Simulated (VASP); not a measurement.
Set up this calculation in VASP 6.6.1, as the native input.

```yaml
Task: electric field gradients
Functional: PBEsol
Potentials_or_basis: VASP PAW PBE potentials, release 64 (Zn)
Cutoff: 520 eV
k_mesh: 16 × 16 × 8
Occupations: fermi-dirac, width 0.03 eV
Spin: no spin polarisation
Dipole_correction: no
Further_INCAR_settings: ALGO = Normal; EDIFF = 1e-08; NBANDS = 19
```

The structure of Zn lies in POSCAR:

```
Zn
1.0
    2.6381500727      0.0000000000      0.0000000000
   -1.3190750363      2.2847049819      0.0000000000
    0.0000000000      0.0000000000      4.9467000000
Zn
2
Direct
    0.3333333333      0.6666666667      0.2500000000
    0.6666666667      0.3333333333      0.7500000000
```

This cell differs from its parent crystal: equal xx and yy strain of -1 %.

These files were run (other wordings do the same):

INCAR

```
SYSTEM = Zn
PREC = Accurate
ENCUT = 520
EDIFF = 1E-8
ISMEAR = -1
SIGMA = 0.03
LREAL = .False.
LASPH = .True.
NELM = 60
ALGO = Normal
ISIF = 2
LWAVE = .False.
LCHARG = .False.
GGA = PS
LEFG = .True.
NBANDS = 19
```

KPOINTS

```
Automatic mesh
0
Gamma
  16 16 8
  0 0 0
```

Potentials or basis: VASP PAW PBE potentials, release 64 (Zn).

Launch:

```sh
$ cat potpaw_PBE.64/Zn/POTCAR > POTCAR
$ mpirun -np 1 vasp_std > vasp.out
```

Results of the run:

```
Pressure               : -3.5 GPa
Band gap on the k mesh : zero (band 12 reaches 4.29 eV, above the bottom of band 13 at -0.06 eV)
```

Caveat: the cell differs from its parent crystal (equal xx and yy strain of -1 %); without QUAD_EFG the Cq values of the log hold for a quadrupole moment of 1 mb, not for the nuclei; the PAW data sets were made with another functional, which shifts forces and pressure a little.

Run time: 39 s on 1 thread of Intel(R) Xeon(R) Platinum 8488C (Sapphire Rapids) (shared host), peak memory 0.19 GiB.
